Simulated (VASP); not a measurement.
# Eu (Fm-3m) in VASP: single point with PBEsol

Aim: the single point of Eu with PBEsol.

Everything below comes from runs of VASP 6.6.1. Logs are shortened: lines on timing, memory, paths and dates and some standing lists are left out, and cuts for length are marked.

## Step 1: The cell of the first run

The structure is cubic, space group Fm-3m (No. 225). The conventional cell has a = 5.579 Å, b = 5.579 Å, c = 5.579 Å, α = 90.00°, β = 90.00°, γ = 90.00°. Within 5.2 Å of Eu (site symmetry m-3m) lie 12 Eu at 3.94 Å.

## Step 2: Single point, PBEsol, collinear spin, ferromagnetic start

INCAR

```
ALGO     = Normal         # electronic algorithm
EDIFF    = 1E-7           # SCF threshold, eV
ENCUT    = 520            # plane-wave cutoff, eV
GGA      = PS             # functional
ISIF     = 2              # what is computed and relaxed
ISMEAR   = -1             # smearing method
ISPIN    = 2              # spin polarisation
LASPH    = True           # aspherical terms in the spheres
LCHARG   = True           # write CHGCAR
LELF     = True           # ELF
LMAXMIX  = 6              # l up to which the mixer works
LORBIT   = 11             # projections on sites
LREAL    = False          # projectors in reciprocal space
LVHAR    = True         
LWAVE    = False          # write WAVECAR
MAGMOM   = 7              # initial moments
NBANDS   = 18             # bands
NELM     = 150            # most SCF steps
PREC     = Accurate       # precision mode
SIGMA    = 0.1            # smearing width, eV
```

KPOINTS

```
k-points
0
Gamma
  7 7 7
```

POSCAR

```
Eu
1.0
    0.0000000000      2.7893030000      2.7893030000
    2.7893030000      0.0000000000      2.7893030000
    2.7893030000      2.7893030000      0.0000000000
Eu
1
Direct
    0.0000000000      0.0000000000      0.0000000000
```

Potentials or basis: VASP PAW PBE potentials, release 64 (Eu).

On the command line:

```sh
$ cat potpaw_PBE.64/Eu/POTCAR > POTCAR
$ mpirun -np 1 vasp_std > vasp.out
```

OUTCAR:

```text
EDIFF = 1E-7
   ENCUT = 520
   GGA = PS
   ISIF = 2
   ISMEAR = -1
   ISPIN = 2
   LASPH = True
   LORBIT = 11
   LREAL = False
   NELM = 150
   PREC = Accurate

 ion  position               nearest neighbor table
   1  0.000  0.000  0.000-

  LATTYP: Found a face centered cubic cell.
 ALAT       =     5.5786060000

  Lattice vectors:

 A1 = (   0.0000000000,   2.7893030000,   2.7893030000)
 A2 = (   2.7893030000,   0.0000000000,   2.7893030000)
 A3 = (   2.7893030000,   2.7893030000,   0.0000000000)

Analysis of symmetry for initial positions (statically):
=====================================================================
 Subroutine PRICEL returns:
 Original cell was already a primitive cell.

 Routine SETGRP: Setting up the symmetry group for a
 face centered cubic supercell.

 Subroutine GETGRP returns: Found 48 space group operations
[... 9 lines left out ...]

 Routine SETGRP: Setting up the symmetry group for a
 face centered cubic supercell.

 Subroutine GETGRP returns: Found 48 space group operations
 (whereof 48 operations were pure point group operations)
 out of a pool of 48 trial point group operations.

The dynamic configuration has the point symmetry O_h .

Analysis of structural, dynamic, and magnetic symmetry:
=====================================================================
 Subroutine PRICEL returns:
 Original cell was already a primitive cell.

 Routine SETGRP: Setting up the symmetry group for a
 face centered cubic supercell.

 Subroutine GETGRP returns: Found 48 space group operations
 (whereof 48 operations were pure point group operations)
 out of a pool of 48 trial point group operations.

The overall configuration has the point symmetry O_h .

 Subroutine INISYM returns: Found 48 space group operations
[... 5 lines left out ...]
                                     Primitive cell

  volume of cell :      43.4027

  direct lattice vectors                    reciprocal lattice vectors
     0.000000000  2.789303000  2.789303000    -0.179256251  0.179256251  0.179256251
     2.789303000  0.000000000  2.789303000     0.179256251 -0.179256251  0.179256251
     2.789303000  2.789303000  0.000000000     0.179256251  0.179256251 -0.179256251

  length of vectors
     3.944670132  3.944670132  3.944670132     0.310480935  0.310480935  0.310480935

  position of ions in fractional coordinates (direct lattice)
     0.000000000  0.000000000  0.000000000

  ion indices of the primitive-cell ions
   primitive index   ion index
                 1           1

[... 82 lines left out ...]
   EFERMI_NEDOS =   21; number of points for ismear=-14 and -15
   IALGO  =     38    algorithm
   IMIX   =      4    mixing-type and parameters
     AMIX     =   0.40;   BMIX     =  1.00
     AMIX_MAG =   1.60;   BMIX_MAG =  1.00
  volume/ion in A,a.u.               =      43.40       292.90
  Fermi-wavevector in a.u.,A,eV,Ry     =   1.197803  2.263520 19.520719  1.434732
  Thomas-Fermi vector in A             =   2.333709
   LORBIT       =     11    0 simple, 1 ext, 2 COOP (PROOUT), +10 PAW based schemes
   GGA     = PS    functional components
   LHFCALC =     F    Hartree Fock is set to
   AEXX    =    0.0000 exact exchange contribution
   IVDW    =     0    specifies the selected vdW correction
   LEPSILON=     F    determine dielectric tensor
   LRPA    =     F    only Hartree local field effects (RPA)
 spin polarized calculation
  energy-cutoff  :      520.00
  volume of cell :       43.40
 maximum number of plane-waves:      1211
 NGX is ok and might be reduce to    30
   NGX = 15   NGY = 15   NGZ = 15

 number of electron      17.0000004 magnetization       7.5009785

 Free energy of the ion-electron system (eV)
  ---------------------------------------------------
  ext. energy  EPLUGINS =         0.00000000
  ---------------------------------------------------
  free energy    TOTEN  =       -11.69822933 eV

  energy without entropy =      -11.61516639  energy(sigma->0) =      -11.65669786

 E-fermi :   1.8096     XC(G=0):  -8.8128

 val. band max:        1.8087142755   @ k =  -0.2857   0.4286   0.1429
 cond. band min:       1.8122001831   @ k =  -0.2857   0.2857   0.0000
 fundamental gap:      0.0034859076
 Fermi energy:         1.8096332470

 spin component 1

 k-point     1 :       0.0000    0.0000    0.0000
  band No.  band energies     occupation
      1     -39.8530      1.00000
      2     -18.4201      1.00000
      3     -18.4201      1.00000
      4     -18.4201      1.00000
      5      -2.5770      1.00000
      6       1.1737      0.99827
[... 396 lines left out ...]
      4     -18.5500      1.00000
      5       1.0739      0.99936
      6       1.2152      0.99739
[... 10 lines left out ...]
     17       7.1559      0.00000
     18       8.7576      0.00000
 Fermi energy:         1.8096332470

 spin component 2

 k-point     1 :       0.0000    0.0000    0.0000
  band No.  band energies     occupation
      1     -36.7277      1.00000
      2     -16.0420      1.00000
      3     -16.0420      1.00000
      4     -16.0420      1.00000
      5      -1.6136      1.00000
      6       4.7002      0.00000
[... 397 lines left out ...]
      5       2.1949      0.02078
      6       2.7613      0.00007
[... 10 lines left out ...]
     17       8.5832      0.00000
     18      10.1717      0.00000

------------------------ aborting loop because EDIFF is reached ----------------------------------------

  FORCE on cell =-STRESS in cart. coord.  units (eV):
  Direction    XX          YY          ZZ          XY          YZ          ZX
  --------------------------------------------------------------------------------------
  -------------------------------------------------------------------------------------
  Total       -0.5951032     -0.5951032     -0.5951032      0.0000000      0.0000000     -0.0000000
  in kB      -21.9677600    -21.9677600    -21.9677600      0.0000000      0.0000000     -0.0000000
  external PRESSURE =     -21.9677600 kB  Pullay stress =       0.0000000 kB

 VOLUME and BASIS-vectors are now :
 -----------------------------------------------------------------------------
  energy-cutoff  :      520.00
  volume of cell :       43.40
      direct lattice vectors                 reciprocal lattice vectors
     0.000000000  2.789303000  2.789303000    -0.179256251  0.179256251  0.179256251
     2.789303000  0.000000000  2.789303000     0.179256251 -0.179256251  0.179256251
     2.789303000  2.789303000  0.000000000     0.179256251  0.179256251 -0.179256251

 POSITION                                       TOTAL-FORCE (eV/Angst)
 -----------------------------------------------------------------------------------
      0.00000      0.00000      0.00000        -0.000000     -0.000000     -0.000000
 -----------------------------------------------------------------------------------
    total drift:                               -0.000000     -0.000000     -0.000000

  FREE ENERGIE OF THE ION-ELECTRON SYSTEM (eV)
  ---------------------------------------------------
  free  energy   TOTEN  =       -11.6982293252 eV

  energy  without entropy=      -11.6151663902  energy(sigma->0) =      -11.65669786

 total charge

# of ion       s       p       d       f       tot
--------------------------------------------------
    1        2.079   5.679   0.309   6.619  14.686

 magnetization (x)

# of ion       s       p       d       f       tot
--------------------------------------------------
    1        0.002  -0.078   0.185   6.617   6.726
```

OSZICAR:

```text
N       E                     dE             d eps       ncg     rms          rms(c)
DAV:   1     0.103793257023E+03    0.10379E+03   -0.66041E+03  1832   0.416E+03
DAV:   2     0.722056573428E+01   -0.96573E+02   -0.86084E+02  1894   0.275E+02
[... 11 lines left out ...]
DAV:  14    -0.116982329610E+02   -0.10747E-05   -0.38545E-05  2706   0.845E-02    0.124E-01
DAV:  15    -0.116982310549E+02    0.19061E-05   -0.74828E-06  2160   0.618E-02    0.462E-02
DAV:  16    -0.116982300114E+02    0.10436E-05   -0.27533E-06  2522   0.247E-02    0.327E-02
DAV:  17    -0.116982294258E+02    0.58553E-06   -0.16511E-06  2184   0.270E-02    0.571E-03
DAV:  18    -0.116982293094E+02    0.11638E-06   -0.18999E-07  1698   0.524E-03    0.446E-03
DAV:  19    -0.116982293252E+02   -0.15745E-07   -0.68047E-08  1150   0.285E-03
   1 F= -.11698229E+02 E0= -.11656698E+02  d E =-.830629E-01  mag=     7.5009
```

stdout:

```text
POSCAR found type information on POSCAR Eu
 POSCAR found :  1 types and       1 ions
 scaLAPACK will be used
 -----------------------------------------------------------------------------
|                                                                             |
|                                                                             |
|     You enforced a specific xc type in the INCAR file but a different       |
|     I HOPE YOU KNOW WHAT YOU ARE DOING!                                     |
|                                                                             |
 -----------------------------------------------------------------------------

 LDA part: xc-table for (Slater+PW92), standard interpolation
 POSCAR, INCAR and KPOINTS ok, starting setup
 FFT: planning ... GRIDC
 FFT: planning ... GRID_SOFT
 FFT: planning ... GRID
 WAVECAR not read
 entering main loop
```

Run time: 1.7 min. Hardware: 1 thread of AMD EPYC 7R13 (Zen 3), shared host; peak memory 0.17 GiB.

Results:

| Property | Result |
| --- | --- |
| Free energy | -11.6982 eV |
| Pressure | -2.2 GPa |
| Net moment | 7.50 μB per cell |
| Site moments | Eu +6.73 μB |
| Valence electrons inside the program's atomic spheres | Eu 14.69 |

Caveat: the PAW data sets were made with another functional, which shifts forces and pressure a little; spin-orbit coupling is left out, which moves the levels of the heavy elements.
